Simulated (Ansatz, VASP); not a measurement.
AlNi: VASP beside Ansatz

The input INCAR:

```
SYSTEM = AlNi
ALGO = Fast
EDIFF = 1E-6
ENCUT = 520
GGA = PE
ISIF = 2
ISMEAR = 0
ISPIN = 2
LASPH = .True.
LCHARG = .False.
LMAXMIX = 4
LORBIT = 11
LREAL = .False.
LWAVE = .False.
MAGMOM = 1 0
NBANDS = 18
NELM = 150
PREC = Accurate
SIGMA = 0.015
```

The input KPOINTS:

```
k-points
0
Gamma
  9 9 9
  0 0 0
```

Contents of POSCAR:

```
AlNi
1.0
    2.8810000000      0.0000000000      0.0000000000
    0.0000000000      2.8810000000      0.0000000000
    0.0000000000      0.0000000000      2.8810000000
Ni Al
1 1
Direct
    0.5000000000      0.5000000000      0.5000000000
    0.0000000000      0.0000000000      0.0000000000
```

Contents of input.yaml:

```yaml
crystal:
  lattice:
    - [2.881, 0.0, 0.0]
    - [0.0, 2.881, 0.0]
    - [0.0, 0.0, 2.881]
  atoms:
    - { symbol: Ni, position: [0.5, 0.5, 0.5], spin: 1.0 }
    - { symbol: Al, position: [0.0, 0.0, 0.0] }
hamiltonian:
  xc: pbe
  pseudopotentials: { kind: paw }
magnetization:
  spin_polarized: true
kpoints:
  mp_grid: { grid: [9, 9, 9] }
scf:
  occupations: { method: gaussian, width: 0.015 }
output:
  forces: true
  stress: true
  eigenvalues: true
```

Alike in both runs: task single point; functional PBE; k mesh 9 × 9 × 9; occupations gaussian, width 0.015 eV; collinear spin.

|  | VASP | Ansatz |
| --- | --- | --- |
| version | VASP 6.6.1 | Ansatz 0.2.0 |
| potentials or method | VASP PAW PBE potentials, release 64 (Ni, Al) | Ansatz PAW |
| plane-wave cutoff (eV) | 520 | 420 |
| valence electrons in the cell | 13 | 21 |

```csv
,VASP,Ansatz,Ansatz less VASP
gap on the k mesh at the Fermi level (eV),none,none,-
pressure (GPa),1.8,1.9,+0.06
net moment per atom (μB),0.00,0.00,0.000
```

A gap of «none» marks a metal or a gap that the smearing closes. VASP's potentials hold 13 valence electrons a cell and Ansatz's 21, so a difference there can come from the potentials and not from the codes.
